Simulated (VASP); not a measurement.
# Sn (I4_1/amd) in VASP: further runs, part 2 of 2

VASP 6.6.1. The steps go on from the part before.

## (6) Single point, PBE+D4

This run uses another cell than the first one, of 27.90 Å³/atom.

Contents of INCAR:

```
ALGO = Normal
EDIFF = 1E-6
ENCUT = 520
GGA = PE
ISIF = 2
ISMEAR = -1
IVDW = 13
LASPH = T
LCHARG = F
LREAL = F
LWAVE = F
NBANDS = 21
NELM = 80
PREC = Accurate
SIGMA = 0.1
```

Contents of KPOINTS:

```
k-points
0
Gamma
  10 10 10
```

Contents of POSCAR:

```
Sn
1.0
   -2.9453650260      2.9453650260      1.6078430143
    2.9453650260     -2.9453650260      1.6078430143
    2.9453650260      2.9453650260     -1.6078430143
Sn
2
Direct
    0.0000000000      0.0000000000      0.0000000000
    0.7500000000      0.2500000000      0.5000000000
```

Potentials or basis: VASP PAW PBE potentials, release 64 (Sn_d).

Launch:

```console
> cat potpaw_PBE.64/Sn_d/POTCAR > POTCAR
> mpirun -np 1 vasp_std > vasp.out
```

OUTCAR:

```text
EDIFF = 1E-6
   ENCUT = 520
   GGA = PE
   ISIF = 2
   ISMEAR = -1
   IVDW = 13
   LASPH = T
   LREAL = F
   NELM = 80
   PREC = Accurate

 ion  position               nearest neighbor table
   1  0.000  0.000  0.000-   2 3.05   2 3.05   2 3.05   2 3.05
   2  0.750  0.250  0.500-   1 3.05   1 3.05   1 3.05   1 3.05

  LATTYP: Found a body centered tetragonal cell.
 ALAT       =     5.8907300520
 C/A-ratio  =     0.5458892192

  Lattice vectors:

 A1 = (  -2.9453650260,   2.9453650260,   1.6078430143)
 A2 = (   2.9453650260,  -2.9453650260,   1.6078430143)
 A3 = (   2.9453650260,   2.9453650260,  -1.6078430143)

Analysis of symmetry for initial positions (statically):
=====================================================================
 Subroutine PRICEL returns:
 Original cell was already a primitive cell.

 Routine SETGRP: Setting up the symmetry group for a
 body centered tetragonal supercell.

 Subroutine GETGRP returns: Found 16 space group operations
 (whereof  8 operations were pure point group operations)
 out of a pool of 16 trial point group operations.

The static configuration has the point symmetry D_2d.
 The point group associated with its full space group is D_4h.

Analysis of symmetry for dynamics (positions and initial velocities):
=====================================================================
 Subroutine PRICEL returns:
 Original cell was already a primitive cell.

 Routine SETGRP: Setting up the symmetry group for a
 body centered tetragonal supercell.

 Subroutine GETGRP returns: Found 16 space group operations
 (whereof  8 operations were pure point group operations)
 out of a pool of 16 trial point group operations.

The dynamic configuration has the point symmetry D_2d.
 The point group associated with its full space group is D_4h.

 Subroutine INISYM returns: Found 16 space group operations
[... 110 lines left out ...]
   EMIN   =  10.00;   EMAX   =-10.00  energy-range for DOS
   EFERMI =   0.00;   METHOD = LEGACY
   ISMEAR =    -1;   SIGMA  =   0.10  broadening in eV -4-tet -1-fermi 0-gaus
   EFERMI_NEDOS =   21; number of points for ismear=-14 and -15
   IALGO  =     38    algorithm
   IMIX   =      4    mixing-type and parameters
     AMIX     =   0.40;   BMIX     =  1.00
     AMIX_MAG =   1.60;   BMIX_MAG =  1.00
  volume/ion in A,a.u.               =      27.90       188.26
  Fermi-wavevector in a.u.,A,eV,Ry     =   1.300969  2.458475 23.028130  1.692520
  Thomas-Fermi vector in A             =   2.432133
   LORBIT       =      0    0 simple, 1 ext, 2 COOP (PROOUT), +10 PAW based schemes
   GGA     = PE    functional components
   LHFCALC =     F    Hartree Fock is set to
   AEXX    =    0.0000 exact exchange contribution
   IVDW    =    13    specifies the selected vdW correction
   LEPSILON=     F    determine dielectric tensor
   LRPA    =     F    only Hartree local field effects (RPA)
 non-spin polarized calculation
  energy-cutoff  :      520.00
  volume of cell :       55.79
 maximum number of plane-waves:      1518
 NGX is ok and might be reduce to    36
   NGX = 17   NGY = 17   NGZ = 17

 number of electron      27.9999988 magnetization

 Free energy of the ion-electron system (eV)
  ---------------------------------------------------
  ext. energy  EPLUGINS =         0.00000000
  ---------------------------------------------------
  free energy    TOTEN  =        -7.62260985 eV

  energy without entropy =       -7.59073614  energy(sigma->0) =       -7.60667300

 E-fermi :   7.6678     XC(G=0): -10.1753

 val. band max:        7.6650763484   @ k =   0.2000   0.1000  -0.0000
 cond. band min:       7.6805803642   @ k =  -0.3000   0.3000   0.0000
 fundamental gap:      0.0155040159
 Fermi energy:         7.6678332482

 k-point     1 :       0.0000    0.0000    0.0000
  band No.  band energies     occupation
      1     -13.9790      2.00000
      2     -13.9014      2.00000
      3     -13.8608      2.00000
      4     -13.8497      2.00000
      5     -13.7156      2.00000
      6     -13.7156      2.00000
[... 565 lines left out ...]
     20      16.6861      0.00000
     21      17.4439      0.00000

 [... further k-points ...]

------------------------ aborting loop because EDIFF is reached ----------------------------------------

  DFT-D4 for vdW energy calculation

  Edisp (eV):   -0.83236

  FORCE on cell =-STRESS in cart. coord.  units (eV):
  Direction    XX          YY          ZZ          XY          YZ          ZX
  --------------------------------------------------------------------------------------
  -------------------------------------------------------------------------------------
  Total      -0.35313    -0.35313    -0.66671     0.00000     0.00000     0.00000
  in kB     -10.14063   -10.14063   -19.14552     0.00000     0.00000     0.00000
  external pressure =      -13.14 kB  Pullay stress =        0.00 kB

 VOLUME and BASIS-vectors are now :
 -----------------------------------------------------------------------------
  energy-cutoff  :      520.00
  volume of cell :       55.79
      direct lattice vectors                 reciprocal lattice vectors
    -2.945365026  2.945365026  1.607843014     0.000000000  0.169758246  0.310975634
     2.945365026 -2.945365026  1.607843014     0.169758246  0.000000000  0.310975634
     2.945365026  2.945365026 -1.607843014     0.169758246  0.169758246  0.000000000

 POSITION                                       TOTAL-FORCE (eV/Angst)
 -----------------------------------------------------------------------------------
      0.00000      0.00000      0.00000        -0.000000     -0.000000      0.000000
      0.00000      2.94537      0.80392         0.000000      0.000000     -0.000000
 -----------------------------------------------------------------------------------
    total drift:                               -0.000000      0.000000     -0.000000

  FREE ENERGIE OF THE ION-ELECTRON SYSTEM (eV)
  ---------------------------------------------------
  free  energy   TOTEN  =        -8.4549732456 eV

  energy  without entropy=       -8.4230995375  energy(sigma->0) =       -8.43903639
```

OSZICAR:

```text
N       E                     dE             d eps       ncg     rms          rms(c)
DAV:   1     0.220814466234E+03    0.22081E+03   -0.14374E+04  4322   0.206E+03
DAV:   2     0.152166411958E+02   -0.20560E+03   -0.20144E+03  4304   0.449E+02
DAV:   3    -0.691946534739E+01   -0.22136E+02   -0.21937E+02  5005   0.134E+02
DAV:   4    -0.761245322703E+01   -0.69299E+00   -0.69258E+00  4859   0.262E+01
DAV:   5    -0.764035244404E+01   -0.27899E-01   -0.27899E-01  6076   0.495E+00    0.227E+00
DAV:   6    -0.762583975009E+01    0.14513E-01   -0.30862E-02  5777   0.244E+00    0.127E+00
DAV:   7    -0.762262504686E+01    0.32147E-02   -0.18234E-02  5825   0.188E+00    0.162E-01
DAV:   8    -0.762260319714E+01    0.21850E-04   -0.20516E-03  5231   0.591E-01    0.363E-02
DAV:   9    -0.762261046341E+01   -0.72663E-05   -0.63688E-05  5781   0.738E-02    0.119E-02
DAV:  10    -0.762260985209E+01    0.61133E-06   -0.70729E-06  5158   0.339E-02
   1 F= -.84549732E+01 E0= -.84390364E+01  d E =-.318737E-01
```

stdout:

```text
POSCAR found type information on POSCAR Sn
 POSCAR found :  1 types and       2 ions
 scaLAPACK will be used
 LDA part: xc-table for (Slater+PW92), standard interpolation
 POSCAR, INCAR and KPOINTS ok, starting setup
 FFT: planning ... GRIDC
 FFT: planning ... GRID_SOFT
 FFT: planning ... GRID
 WAVECAR not read
 entering main loop
```

Wall time 2.1 min (1 thread of Intel Xeon 8259CL, shared host); peak memory 0.26 GiB.

Results:

* Free energy: -8.4550 eV
* Pressure: -1.3 GPa
* Band gap on the k mesh: zero (bands 14 and 15 overlap by 3.77 eV)
* Dispersion energy per atom: -0.416 eV

Stress tensor (GPa, compression positive):
```
-1.01  0.00  0.00
 0.00 -1.01  0.00
 0.00  0.00 -1.91
```

Caveat: spin-orbit coupling is left out, which moves the levels of the heavy elements.

## (7) Overview

```tsv
cell	gap on the mesh (eV)	pressure (GPa)
a = 4.305 Å, angles 97.5, 97.5, 137.8°, 2 atoms	none	5.5
a = 4.346 Å, angles 97.5, 97.5, 137.8°, 2 atoms	none	3.4
a = 4.386 Å, angles 97.5, 97.5, 137.8°, 2 atoms	none	1.5
a = 4.426 Å, angles 97.5, 97.5, 137.8°, 2 atoms	none	0.0
a = 4.465 Å, angles 97.5, 97.5, 137.8°, 2 atoms	none	-1.3
```

Alike in all rows: task single point; level PBE+D4; potentials or basis VASP PAW PBE potentials, release 64 (Sn_d); no spin polarisation; k mesh 10 × 10 × 10; cutoff (eV) 520; smearing fermi-dirac 0.1 eV.

Caveats: spin-orbit coupling is left out, which moves the levels of the heavy elements; the cell stands under pressure (at least some runs).

Absolute energies hang on the potentials; compare differences alone.
